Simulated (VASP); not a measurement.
Input of a VASP 6.6.1 run:

POSCAR

```
GaN
1.0
    3.1830969067      0.0000000000      0.0000000000
   -1.5915484534      2.7566427839      0.0000000000
    0.0000000000      0.0000000000      5.1835829314
Ga N
2 2
Direct
    0.6666666667      0.3333333333      0.4991072758
    0.3333333333      0.6666666667      0.9991072758
    0.6666666667      0.3333333333      0.8758927242
    0.3333333333      0.6666666667      0.3758927242
```

File INCAR.step1:

```
SYSTEM = GaN
  PREC = Accurate
  ENCUT = 520
  ISMEAR = 0
  SIGMA = 0.02
  LREAL = .FALSE.
  LASPH = .TRUE.
  NELM = 60
  NBANDS = 26
  GGA = PE
  ALGO = Normal
  EDIFF = 1E-4
  LWAVE = .TRUE.
  LCHARG = .FALSE.
```

INCAR.step2

```
SYSTEM = GaN
  PREC = Accurate
  ENCUT = 520
  EDIFF = 1E-6
  ISMEAR = 0
  SIGMA = 0.02
  LREAL = .FALSE.
  LASPH = .TRUE.
  NELM = 60
  ALGO = Normal
  ISIF = 2
  LWAVE = .FALSE.
  LCHARG = .FALSE.
  METAGGA = R2SCAN
  LMIXTAU = .TRUE.
  NBANDS = 26
  ISTART = 1
```

KPOINTS

```
Automatic mesh
0
G
  12 12 6
  0 0 0
```

Potentials or basis: VASP PAW PBE potentials, release 64 (Ga_d, N).

Command:

```bash
$ cat potpaw_PBE.64/Ga_d/POTCAR potpaw_PBE.64/N/POTCAR > POTCAR
$ cp INCAR.step1 INCAR
$ mpirun -np 1 vasp_std > vasp.out
$ cp INCAR.step2 INCAR
$ mpirun -np 1 vasp_std > vasp.out
```

Question: Predict the largest force.

Answer: 0.006 eV/Å.

Question: Predict the band gap on the k mesh.

Answer: 2.34 eV, direct.

Question: What does it give for the pressure?

Answer: 1.1 GPa.

Stress tensor (GPa, compression positive):
```
1.12 0.00 0.00
0.00 1.12 0.00
0.00 0.00 0.99
```

Caveat: the PAW data sets were made with another functional, which shifts forces and pressure a little. r2SCAN opens gaps a little over a GGA but as a rule still falls short of measured ones.
